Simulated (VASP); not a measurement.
# Cd (P-1) in VASP: single point with PBEsol

Aim: the single point of Cd with PBEsol.

Everything below comes from runs of VASP 6.6.1. Logs are shortened: lines on timing, memory, paths and dates and some standing lists are left out, and cuts for length are marked.

### Step 1. The cell of the first run

The typed cell holds 2 atoms: a = 2.979 Å, b = 2.992 Å, c = 5.618 Å, α = 90.21°, β = 90.57°, γ = 120.43°.

### Step 2. Single point, PBEsol (equal xy, yz and zx shear strains of -1 %)

File INCAR:

```
PREC = Accurate
ENCUT = 520
EDIFF = 1E-7
ISMEAR = -1
SIGMA = 0.05
LREAL = False
LASPH = True
NELM = 80
ALGO = Normal
ISIF = 2
LWAVE = False
LCHARG = False
GGA = PS
NBANDS = 19
```

File KPOINTS:

```
Automatic mesh
0
Gamma
  16 16 7
```

File POSCAR:

```
Cd
1.0
    2.9788725081     -0.0148943625     -0.0148943625
   -1.5023351503      2.5872264479     -0.0054517151
   -0.0280882500     -0.0280882500      5.6176500000
Cd
2
Direct
    0.3333333333      0.6666666667      0.2500000000
    0.6666666667      0.3333333333      0.7500000000
```

Potentials or basis: VASP PAW PBE potentials, release 64 (Cd).

Run with:

```bash
$ cat potpaw_PBE.64/Cd/POTCAR > POTCAR
$ mpirun -np 1 vasp_std > vasp.out
```

OUTCAR:

```text
PREC = Accurate
   ENCUT = 520
   EDIFF = 1E-7
   ISMEAR = -1
   LREAL = False
   LASPH = True
   NELM = 80
   ISIF = 2
   GGA = PS

 ion  position               nearest neighbor table
   1  0.333  0.667  0.250-   2 3.27   2 3.28   2 3.29   2 3.30   2 3.31   2 3.31
   2  0.667  0.333  0.750-   1 3.27   1 3.28   1 3.29   1 3.30   1 3.31   1 3.31

  LATTYP: Found a triclinic cell.
 ALAT       =     2.9660527456
 B/A-ratio  =     1.0043472704
 C/A-ratio  =     1.8940291766
 COS(alpha) =     0.0099745013
 COS(beta)  =     0.0136846555
 COS(gamma) =     0.4934979113

  Lattice vectors:

 A1 = (   1.4765373578,   2.5723320854,  -0.0203460776)
 A2 = (   2.9788725081,  -0.0148943625,  -0.0148943625)
 A3 = (   0.0280882500,   0.0280882500,  -5.6176500000)

Analysis of symmetry for initial positions (statically):
=====================================================================
 Subroutine PRICEL returns:
 Original cell was already a primitive cell.

 Routine SETGRP: Setting up the symmetry group for a
 triclinic supercell.

 Subroutine GETGRP returns: Found  2 space group operations
 (whereof  2 operations were pure point group operations)
 out of a pool of  2 trial point group operations.

The static configuration has the point symmetry S_2 .

Analysis of symmetry for dynamics (positions and initial velocities):
=====================================================================
 Subroutine PRICEL returns:
 Original cell was already a primitive cell.

 Routine SETGRP: Setting up the symmetry group for a
 triclinic supercell.

 Subroutine GETGRP returns: Found  2 space group operations
 (whereof  2 operations were pure point group operations)
 out of a pool of  2 trial point group operations.

The dynamic configuration has the point symmetry S_2 .

 Subroutine INISYM returns: Found  2 space group operations
 (whereof  2 operations are pure point group operations),
 and found     1 'primitive' translations

----------------------------------------------------------------------------------------

                                     Primitive cell

  volume of cell :      43.1675

  direct lattice vectors                    reciprocal lattice vectors
     2.978872508 -0.014894362 -0.014894362     0.336688346  0.195511778  0.002661001
    -1.502335150  2.587226448 -0.005451715     0.001947988  0.387649543  0.001947988
    -0.028088250 -0.028088250  5.617650000     0.000894569  0.000894569  0.178019324

  length of vectors
     2.978946979  2.991785640  5.617790439     0.389346862  0.387659332  0.178023819

  position of ions in fractional coordinates (direct lattice)
     0.333333333  0.666666667  0.250000000
     0.666666667  0.333333333  0.750000000

  ion indices of the primitive-cell ions
   primitive index   ion index
                 1           1
                 2           2

----------------------------------------------------------------------------------------

 KPOINTS: Automatic mesh

Automatic generation of k-mesh.
 Grid dimensions read from file:
 generate k-points for:   16   16    7

 Generating k-lattice:

  Cartesian coordinates                     Fractional coordinates (reciprocal lattice)
     0.021043022  0.012219486  0.000166313     0.062500000  0.000000000 -0.000000000
     0.000121749  0.024228096  0.000121749    -0.000000000  0.062500000  0.000000000
     0.000127796  0.000127796  0.025431332     0.000000000  0.000000000  0.142857143

  Length of vectors
     0.024334179  0.024228708  0.025431974

  Shift w.r.t. Gamma in fractional coordinates (k-lattice)
     0.000000000  0.000000000  0.000000000

 Subroutine IBZKPT returns following result:
 ===========================================

 Found    898 irreducible k-points:

 Following reciprocal coordinates:
            Coordinates               Weight
  0.000000  0.000000  0.000000      1.000000
  0.062500 -0.000000 -0.000000      2.000000
  0.125000 -0.000000 -0.000000      2.000000
  0.187500  0.000000 -0.000000      2.000000
  0.250000 -0.000000 -0.000000      2.000000
  0.312500  0.000000 -0.000000      2.000000
[... 16 lines left out ...]
 -0.187500  0.062500  0.000000      2.000000
 -0.125000  0.062500  0.000000      2.000000
 [... further k-points ...]
   k-points           NKPTS =    898   k-points in BZ     NKDIM =    898   number of bands    NBANDS=     19
   number of dos      NEDOS =    301   number of ions     NIONS =      2
   total plane-waves  NPLWV =  24192
   dimension x,y,z NGX =    24 NGY =   24 NGZ =   42
   dimension x,y,z NGXF=    48 NGYF=   48 NGZF=   84
   ions per type =               2
   NGX,Y,Z   is equivalent  to a cutoff of  13.39, 13.34, 12.43 a.u.
   NGXF,Y,Z  is equivalent  to a cutoff of  26.79, 26.67, 24.86 a.u.
 SYSTEM =  unknown system
   PREC   = accura    normal or accurate (medium, high low for compatibility)
   ISTART =      0    job   : 0-new  1-cont  2-samecut
   ICHARG =      2    charge: 1-file 2-atom 10-const
   ISPIN  =      1    spin polarized calculation?
   LNONCOLLINEAR =      F non collinear calculations
   LSORBIT =      F    spin-orbit coupling
   LASPH  =      T    aspherical Exc in radial PAW
   ENCUT  =  520.0 eV  38.22 Ry    6.18 a.u.   5.54  5.56 10.45*2*pi/ulx,y,z
   NELM   =     80;   NELMIN=  2; NELMDL= -5     # of ELM steps
   EDIFF  = 0.1E-06   stopping-criterion for ELM
   LREAL  =      F    real-space projection
   EDIFFG = 0.1E-05   stopping-criterion for IOM
   NSW    =      0    number of steps for IOM
   IBRION =     -1    ionic relax: 0-MD 1-quasi-New 2-CG
   NFREE  =      0    steps in history (QN), initial steepest desc. (CG)
   ISIF   =      2    stress and relaxation
   ISYM   =      2    0-nonsym 1-usesym 2-fastsym
   POTIM  = 0.5000    time-step for ionic-motion
   TEBEG  =    0.0;   TEEND  =   0.0 temperature during run
   PSTRESS=    0.0 pullay stress
   NELECT =      24.0000    total number of electrons
   NUPDOWN=      -1.0000    fix difference up-down
   EMIN   =  10.00;   EMAX   =-10.00  energy-range for DOS
   EFERMI =   0.00;   METHOD = LEGACY
   ISMEAR =    -1;   SIGMA  =   0.05  broadening in eV -4-tet -1-fermi 0-gaus
   EFERMI_NEDOS =   21; number of points for ismear=-14 and -15
   IALGO  =     38    algorithm
   IMIX   =      4    mixing-type and parameters
     AMIX     =   0.40;   BMIX     =  1.00
     AMIX_MAG =   1.60;   BMIX_MAG =  1.00
  volume/ion in A,a.u.               =      21.58       145.65
  Fermi-wavevector in a.u.,A,eV,Ry     =   1.346149  2.543853 24.655346  1.812117
  Thomas-Fermi vector in A             =   2.474004
   LORBIT       =      0    0 simple, 1 ext, 2 COOP (PROOUT), +10 PAW based schemes
   GGA     = PS    functional components
   LHFCALC =     F    Hartree Fock is set to
   AEXX    =    0.0000 exact exchange contribution
   IVDW    =     0    specifies the selected vdW correction
   LEPSILON=     F    determine dielectric tensor
   LRPA    =     F    only Hartree local field effects (RPA)
 non-spin polarized calculation
  energy-cutoff  :      520.00
  volume of cell :       43.17
 maximum number of plane-waves:      1191
 NGX is ok and might be reduce to    24
   NGX = 11   NGY = 11   NGZ = 21

 number of electron      23.9999995 magnetization

 Free energy of the ion-electron system (eV)
  ---------------------------------------------------
  ext. energy  EPLUGINS =         0.00000000
  ---------------------------------------------------
  free energy    TOTEN  =        -2.39936184 eV

  energy without entropy =       -2.39468779  energy(sigma->0) =       -2.39702481

 E-fermi :   2.7936     XC(G=0): -11.2108

 val. band max:        2.7870991933   @ k =  -0.3750  -0.2500   0.4286
 cond. band min:       2.8055224378   @ k =   0.5000  -0.2500   0.1429
 fundamental gap:      0.0184232445
 Fermi energy:         2.7935959983

 k-point     1 :       0.0000    0.0000    0.0000
  band No.  band energies     occupation
      1      -7.0501      2.00000
      2      -6.7822      2.00000
      3      -6.4305      2.00000
      4      -6.3777      2.00000
      5      -6.3737      2.00000
      6      -6.3232      2.00000
[... 11 lines left out ...]
     18      17.7798      0.00000
     19      18.4904      0.00000

 k-point     2 :       0.0625   -0.0000   -0.0000
  band No.  band energies     occupation
      1      -7.0071      2.00000
      2      -6.7386      2.00000
      3      -6.4057      2.00000
      4      -6.3781      2.00000
      5      -6.3537      2.00000
      6      -6.3274      2.00000
[... 11 lines left out ...]
     18      17.6477      0.00000
     19      18.8365      0.00000

 k-point     3 :       0.1250   -0.0000   -0.0000
  band No.  band energies     occupation
      1      -6.9014      2.00000
      2      -6.6518      2.00000
      3      -6.4390      2.00000
      4      -6.3729      2.00000
      5      -6.2800      2.00000
      6      -6.2328      2.00000
[... 11 lines left out ...]
     18      17.4439      0.00000
     19      18.2659      0.00000

 k-point     4 :       0.1875    0.0000   -0.0000
  band No.  band energies     occupation
      1      -6.8349      2.00000
      2      -6.5863      2.00000
      3      -6.4991      2.00000
      4      -6.3122      2.00000
      5      -6.1627      2.00000
      6      -6.1146      2.00000
[... 11 lines left out ...]
     18      16.2487      0.00000
     19      16.4180      0.00000

 k-point     5 :       0.2500   -0.0000   -0.0000
  band No.  band energies     occupation
      1      -6.8919      2.00000
      2      -6.6708      2.00000
      3      -6.3881      2.00000
      4      -6.3653      2.00000
      5      -6.1618      2.00000
      6      -6.0643      2.00000
[... 11 lines left out ...]
     18      15.7451      0.00000
     19      15.9110      0.00000
[... 334 lines left out ...]
      2      -6.6924      2.00000
      3      -6.4662      2.00000
      4      -6.3373      2.00000
      5      -6.1680      2.00000
      6      -6.1174      2.00000
[... 11 lines left out ...]
     18      16.1567      0.00000
     19      16.2846      0.00000

 k-point    22 :      -0.2500    0.0625    0.0000
  band No.  band energies     occupation
      1      -6.8116      2.00000
      2      -6.5748      2.00000
      3      -6.4993      2.00000
      4      -6.2908      2.00000
      5      -6.2637      2.00000
      6      -6.0885      2.00000
[... 11 lines left out ...]
     18      15.7533      0.00000
     19      17.0754      0.00000

 k-point    23 :      -0.1875    0.0625    0.0000
  band No.  band energies     occupation
      1      -6.8222      2.00000
      2      -6.6088      2.00000
      3      -6.4754      2.00000
      4      -6.3997      2.00000
      5      -6.1627      2.00000
      6      -6.1470      2.00000
[... 11 lines left out ...]
     18      17.3711      0.00000
     19      17.6532      0.00000

 k-point    24 :      -0.1250    0.0625    0.0000
  band No.  band energies     occupation
      1      -6.9338      2.00000
      2      -6.6782      2.00000
      3      -6.4472      2.00000
      4      -6.3927      2.00000
      5      -6.2857      2.00000
      6      -6.2549      2.00000
[... 11 lines left out ...]
     18      17.8404      0.00000
     19      18.6121      0.00000

 [... further k-points ...]

------------------------ aborting loop because EDIFF is reached ----------------------------------------

  FORCE on cell =-STRESS in cart. coord.  units (eV):
  Direction    XX          YY          ZZ          XY          YZ          ZX
  --------------------------------------------------------------------------------------
  -------------------------------------------------------------------------------------
  Total       -0.3013657     -0.2940362     -0.3705291      0.1046841      0.0294798      0.0271041
  in kB      -11.1853094    -10.9132708    -13.7523353      3.8853936      1.0941537      1.0059787
  external PRESSURE =     -11.9503052 kB  Pullay stress =       0.0000000 kB

 VOLUME and BASIS-vectors are now :
 -----------------------------------------------------------------------------
  energy-cutoff  :      520.00
  volume of cell :       43.17
      direct lattice vectors                 reciprocal lattice vectors
     2.978872508 -0.014894362 -0.014894362     0.336688346  0.195511778  0.002661001
    -1.502335150  2.587226448 -0.005451715     0.001947988  0.387649543  0.001947988
    -0.028088250 -0.028088250  5.617650000     0.000894569  0.000894569  0.178019324

 POSITION                                       TOTAL-FORCE (eV/Angst)
 -----------------------------------------------------------------------------------
     -0.01562      1.71283      1.39581        -0.003379     -0.000233     -0.000073
      1.46407      0.83141      4.20149         0.003379      0.000233      0.000073
 -----------------------------------------------------------------------------------
    total drift:                               -0.000000      0.000000     -0.000000

  FREE ENERGIE OF THE ION-ELECTRON SYSTEM (eV)
  ---------------------------------------------------
  free  energy   TOTEN  =        -2.3993618385 eV

  energy  without entropy=       -2.3946877904  energy(sigma->0) =       -2.39702481
```

Wall time 10 min (1 thread of Intel Xeon 8259CL, shared host); peak memory 0.65 GiB.

Results:

* Free energy: -2.3994 eV
* Pressure: -1.2 GPa
* Largest force: 0.003 eV/Å
* Band gap on the k mesh: zero (bands 12 and 13 overlap by 4.03 eV)

Forces in eV/Å, atoms in the order of the input:
```
Cd  -0.003  0.000  0.000
Cd   0.003  0.000  0.000
```

Caveat: the cell differs from its parent crystal (equal xy, yz and zx shear strains of -1 %); the PAW data sets were made with another functional, which shifts forces and pressure a little.
